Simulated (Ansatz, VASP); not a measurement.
## SiO2 in VASP and in Ansatz

The input INCAR:

```
SYSTEM = SiO2
PREC = Accurate ; ENCUT = 520
EDIFF = 1E-6 ; ISMEAR = -1
SIGMA = 0.02 ; LREAL = .FALSE.
LASPH = .TRUE. ; NELM = 80
ALGO = Normal ; ISIF = 2
LWAVE = .FALSE. ; LCHARG = .FALSE.
GGA = PE ; NBANDS = 44
```

File KPOINTS:

```
regular mesh
0
G
  6 6 4
  0 0 0
```

File POSCAR:

```
SiO2
1.0
    4.9791653256      0.0000000000      0.0000000000
    0.0000000000      4.9791653256      0.0000000000
    0.0000000000      0.0000000000      6.9148709668
Si O
4 8
Direct
    0.3024592541      0.3024592541      0.0000000000
    0.1975407459      0.8024592541      0.2500000000
    0.6975407459      0.6975407459      0.5000000000
    0.8024592541      0.1975407459      0.7500000000
    0.2381682781      0.1092716079      0.1814551378
    0.3907283921      0.7381682781      0.4314551378
    0.7618317219      0.8907283921      0.6814551378
    0.6092716079      0.2618317219      0.9314551378
    0.7381682781      0.3907283921      0.5685448622
    0.8907283921      0.7618317219      0.3185448622
    0.2618317219      0.6092716079      0.0685448622
    0.1092716079      0.2381682781      0.8185448622
```

Input for Ansatz:

```yaml
crystal:
  lattice:
    - [4.9791653256, 0.0, 0.0]
    - [0.0, 4.9791653256, 0.0]
    - [0.0, 0.0, 6.9148709668]
  atoms:
    - { symbol: Si, position: [0.3024592541, 0.3024592541, 0.0] }
    - { symbol: Si, position: [0.1975407459, 0.8024592541, 0.25] }
    - { symbol: Si, position: [0.6975407459, 0.6975407459, 0.5] }
    - { symbol: Si, position: [0.8024592541, 0.1975407459, 0.75] }
    - { symbol: O, position: [0.2381682781, 0.1092716079, 0.1814551378] }
    - { symbol: O, position: [0.3907283921, 0.7381682781, 0.4314551378] }
    - { symbol: O, position: [0.7618317219, 0.8907283921, 0.6814551378] }
    - { symbol: O, position: [0.6092716079, 0.2618317219, 0.9314551378] }
    - { symbol: O, position: [0.7381682781, 0.3907283921, 0.5685448622] }
    - { symbol: O, position: [0.8907283921, 0.7618317219, 0.3185448622] }
    - { symbol: O, position: [0.2618317219, 0.6092716079, 0.0685448622] }
    - { symbol: O, position: [0.1092716079, 0.2381682781, 0.8185448622] }
kpoints:
  mp_grid: { grid: [6, 6, 4] }
  band_path:
    path:
      - [[0.0, 0.0, 0.0], [-1.054892666088e-51, 0.5, 3.37354295037e-34], [0.5, 0.5, 3.37354295037e-34], [0.0, 0.0, 0.0], [-1.159288284543e-84, 6.755058725396e-52, 0.5], [-1.054892666088e-51, 0.5, 0.5], [0.5, 0.5, 0.5], [-1.159288284543e-84, 6.755058725396e-52, 0.5]]
      - [[-1.054892666088e-51, 0.5, 3.37354295037e-34], [-1.054892666088e-51, 0.5, 0.5]]
      - [[0.5, 0.5, 3.37354295037e-34], [0.5, 0.5, 0.5]]
    npoints: 10
hamiltonian:
  xc: pbe
scf:
  occupations: { method: fermi_dirac, width: 0.02 }
  n_extra_bands: 7
output:
  forces: true
  stress: true
  eigenvalues: true
```

Alike in both runs: task single point; functional PBE; k mesh 6 × 6 × 4; occupations fermi-dirac, width 0.02 eV; no spin polarisation.

|  | VASP | Ansatz |
| --- | --- | --- |
| version | VASP 6.6.1 | Ansatz 0.2.0 |
| potentials or method | VASP PAW PBE potentials, release 64 (Si, O) | plane waves, PAW |
| plane-wave cutoff (eV) | 520 | 420 |
| valence electrons in the cell | 64 | 64 |

|  | VASP | Ansatz | Ansatz less VASP |
| --- | --- | --- | --- |
| gap on the k mesh at the Fermi level (eV) | 5.73 | 5.73 | -0.001 |
| pressure (GPa) | 4.8 | 4.7 | -0.14 |
| traceless stress, the component that is largest in VASP (GPa) | 0.11 | 0.14 | +0.032 |
| rms of the force components (eV/Å) | 0.127 | 0.129 | +0.0019 |

Atom by atom the forces differ by 0.009 eV/Å (rms over components). With one functional, cell and mesh, what is left measures potentials, basis and numerics.
